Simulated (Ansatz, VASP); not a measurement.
Given: the input of a run of VASP 6.6.1 on Ca2CuS2O2.

File INCAR:

```
PREC = Accurate
ENCUT = 520
EDIFF = 1E-7
ISMEAR = -1
SIGMA = 0.05
LREAL = False
LASPH = True
NELM = 100
ALGO = Normal
ISIF = 2
LWAVE = False
LCHARG = False
GGA = PE
NBANDS = 36
```

The input KPOINTS:

```
Automatic mesh
0
Gamma
  7 7 4
```

Contents of POSCAR:

```
Ca2CuS2O2
1.0
    3.8624990000      0.0000000000      0.0000000000
    0.0000000000      3.8624990000      0.0000000000
    0.0000000000      0.0000000000      7.7454740000
Cu Ca S O
1 2 2 2
Direct
   -0.0080150000     -0.0108010000      0.5055410000
    0.4992990000      0.4983390000      0.2845860000
    0.4962160000      0.5038300000      0.7104220000
   -0.0093550000      0.0163560000      0.1387130000
   -0.0071370000     -0.0128320000      0.8633500000
    0.4969290000     -0.0110930000      0.5009070000
    0.0023260000      0.4927050000      0.4956780000
```

Potentials or basis: VASP PAW PBE potentials, release 64 (Cu, Ca_sv, S, O).

Launch:

```console
$ cat potpaw_PBE.64/Cu/POTCAR potpaw_PBE.64/Ca_sv/POTCAR potpaw_PBE.64/S/POTCAR potpaw_PBE.64/O/POTCAR > POTCAR
$ mpirun -np 1 vasp_std > vasp.out
```

Problem. Translate it to Ansatz 0.2.0. Potentials there: Ansatz PAW.

Solution. As run (the cutoff follows the program's own potentials):

The input input.yaml:

```yaml
crystal:
  lattice:
    - [3.862499, 0.0, 0.0]
    - [0.0, 3.862499, 0.0]
    - [0.0, 0.0, 7.745474]
  atoms:
    - { symbol: Cu, position: [-0.008015, -0.010801, 0.505541] }
    - { symbol: Ca, position: [0.499299, 0.498339, 0.284586] }
    - { symbol: Ca, position: [0.496216, 0.50383, 0.710422] }
    - { symbol: S, position: [-0.009355, 0.016356, 0.138713] }
    - { symbol: S, position: [-0.007137, -0.012832, 0.86335] }
    - { symbol: O, position: [0.496929, -0.011093, 0.500907] }
    - { symbol: O, position: [0.002326, 0.492705, 0.495678] }
hamiltonian:
  xc: pbe
  pseudopotentials: { kind: paw }
kpoints:
  mp_grid: { grid: [7, 7, 4] }
scf:
  occupations: { method: fermi_dirac, width: 0.05 }
output:
  forces: true
  stress: true
  eigenvalues: true
```

Potentials or basis: Ansatz PAW.

The run is started by

```console
$ ansatz run input.yaml --threads 4 --pin off --max-ram 10240MiB --backend cpu --events-out ev --progress --plain --runs-dir out
```

Both were run:

|  | VASP | Ansatz | Ansatz less VASP |
| --- | --- | --- | --- |
| gap on the k mesh at the Fermi level (eV) | none | none | - |
| pressure (GPa) | 0.1 | -0.2 | -0.23 |
| traceless stress, the component that is largest in VASP (GPa) | -0.53 | -0.13 | +0.402 |
| rms of the force components (eV/Å) | 0.212 | 0.217 | +0.0051 |

Atom by atom the forces differ by 0.035 eV/Å (rms over components). A gap of «none» marks a metal or a gap that the smearing closes. VASP's potentials hold 55 valence electrons a cell and Ansatz's 63, so a difference there can come from the potentials and not from the codes.
